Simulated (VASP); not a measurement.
Set up this calculation in VASP 6.6.1, as the native input.

```
Task                   : single point
Functional             : PBEsol
Dispersion             : D4
Potentials or basis    : VASP PAW PBE potentials, release 64 (Li_sv, Ru_pv, N)
Cutoff                 : 650 eV
k mesh                 : 3 × 3 × 2
Occupations            : fermi-dirac, width 0.3 eV
Spin                   : no spin polarisation
Dipole correction      : no
Further INCAR settings : ALGO = Normal; EDIFF = 1e-06; NBANDS = 41
```

The structure of Li2RuN2 lies in POSCAR:

```
Li2RuN2
1.0
    6.2830750000      0.0000000000      0.0000000000
   -1.5707680000      2.7206510000      0.0000000000
    0.0000000000      0.0000000000      5.1740710000
Li Ru N
4 2 4
Direct
    0.3406298106      0.3425099360      0.3606765350
    0.1692591583      0.6647563396      0.6366561263
    0.8306783008      0.3241624891      0.3566176421
    0.6664263637      0.6656774426      0.6457476134
    0.0009950494      0.0031194740     -0.0009698359
    0.4989748417     -0.0010865047      0.0008494278
    0.3377263387      0.3323112740      0.7852895718
    0.1694331290      0.6661085895      0.2088635815
    0.8287424141      0.3225286889      0.7919164619
    0.6628326319      0.6633647609      0.2144759900
```

The input as run:

INCAR

```
PREC     = Accurate       # precision mode
ENCUT    = 650            # plane-wave cutoff, eV
EDIFF    = 1E-6           # SCF threshold, eV
ISMEAR   = -1             # smearing method
SIGMA    = 0.3            # smearing width, eV
LREAL    = F              # projectors in reciprocal space
LASPH    = T              # aspherical terms in the spheres
NELM     = 120            # most SCF steps
ALGO     = Normal         # electronic algorithm
ISIF     = 2              # what is computed and relaxed
LWAVE    = F              # write WAVECAR
LCHARG   = T              # write CHGCAR
GGA      = PS             # functional
IVDW     = 13             # dispersion correction
LELF     = T              # ELF
LVHAR    = T            
NBANDS   = 41             # bands
GGA_COMPAT= F
```

KPOINTS

```
Automatic mesh
0
Gamma
  3 3 2
```

Potentials or basis: VASP PAW PBE potentials, release 64 (Li_sv, Ru_pv, N).

Launch:

```sh
$ cat potpaw_PBE.64/Li_sv/POTCAR potpaw_PBE.64/Ru_pv/POTCAR potpaw_PBE.64/N/POTCAR > POTCAR
$ mpirun -np 1 vasp_std > vasp.out
```

Results of the run:

```json
{
  "Pressure": "-5.2 GPa",
  "Largest force": "0.488 eV/Å",
  "Band gap on the k mesh": "zero (bands 30 and 31 overlap by 0.54 eV)",
  "Dispersion energy per atom": "-0.115 eV"
}
```

Caveat: the k points lie up to 0.67 Å⁻¹ apart, too coarse for converged energies and pressures of a metal; so wide a smearing shifts energies and pressures; the PAW data sets were made with another functional, which shifts forces and pressure a little.

Run time: 71 s on 1 thread of AMD EPYC 7R43 64-Core Processor (Zen 3), with other jobs on the host, peak memory 0.23 GiB.
